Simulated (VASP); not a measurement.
A run of VASP 6.6.1 is set up as follows.

File INCAR:

```
SYSTEM = LiH21O11
PREC     = Accurate       ! precision mode
ENCUT    = 650            ! plane-wave cutoff, eV
EDIFF    = 1E-6           ! SCF threshold, eV
ISMEAR   = -1             ! smearing method
SIGMA    = 0.02           ! smearing width, eV
LREAL    = Auto         
LASPH    = .TRUE.         ! aspherical terms in the spheres
NELM     = 120            ! most SCF steps
ALGO     = Normal         ! electronic algorithm
ISIF     = 2              ! what is computed and relaxed
LWAVE    = .FALSE.        ! write WAVECAR
LCHARG   = .FALSE.        ! write CHGCAR
NBANDS   = 67             ! bands
GGA_COMPAT= .FALSE.
```

The input KPOINTS:

```
regular mesh
0
G
  1 1 1
  0 0 0
```

The input POSCAR:

```
LiH21O11
1.0
    6.7649870000      0.0000000000      0.0000000000
    0.0000000000      6.7649870000      0.0000000000
    0.0000000000      0.0000000000      6.7649870000
O H Li
11 21 1
Direct
    0.6817455821      0.8723594000      0.4318116206
    0.9008590852      0.2759207076      0.8401642161
    0.2169996779      0.7593953987      1.1012142374
    0.3020404917      0.3198232310      0.1875391630
    0.7903488950      0.7054411191     -0.0304656905
    0.6872888300      0.4493282840      0.4686040047
    0.4239475996      0.5345908277      0.8773852781
    0.0912049055      0.7795876031      0.7341181883
    0.4518264411      0.0364523982     -0.0576793422
   -0.0325203877      0.0221138636      0.1755805296
    0.3275394321      0.6515755315      0.4485300563
    0.8235049084      0.9342368285      0.3924471695
    0.5762612700      0.8989965539      0.3530975004
    0.7948278393      0.2610648032      0.7421152472
    0.9645546991      0.1519884665      0.7772224839
    0.3082341474      0.8788339135      1.0389376949
   -0.0195861426      0.6845837250      0.7596171286
    0.2124763876      0.2593796559      0.2997345006
    0.2865785256      0.4498456538      0.2640212021
    0.8808886107      0.6751823766      0.0775906886
    0.7180945063      0.8236231644      0.0393348871
    0.6851306588      0.6010506746      0.4522994649
    0.6201637934      0.4310429569      0.3355217091
    0.3002223064      0.5933936015      0.9879102502
    0.5487815424      0.5841548550      0.9006669192
    0.1803403318      0.7213169811      0.8270525871
    0.2491209517      0.7510140079      0.5523587850
    0.5627653091     -0.0211825980     -0.1517963006
    0.5085301716      0.1589951318      0.0127716432
    0.0388914273     -0.0967333714      0.1588916579
    0.0503918189      0.1233113973      0.1171029597
    0.2863272317      0.7169267288      0.3104366645
    0.4613756094      0.5018782741      0.6200455374
```

Potentials or basis: VASP PAW LDA potentials, release 64 (O, H, Li_sv).

Command:

```bash
$ cat potpaw_LDA.64/O/POTCAR potpaw_LDA.64/H/POTCAR potpaw_LDA.64/Li_sv/POTCAR > POTCAR
$ mpirun -np 1 vasp_gam > vasp.out
```

(1) What does it give for the band gap on the k mesh?

(2) Predict the pressure.

Results:

(1) 3.10 eV.

(2) -2.9 GPa.

Caveat: the k points lie up to 0.93 Å⁻¹ apart.
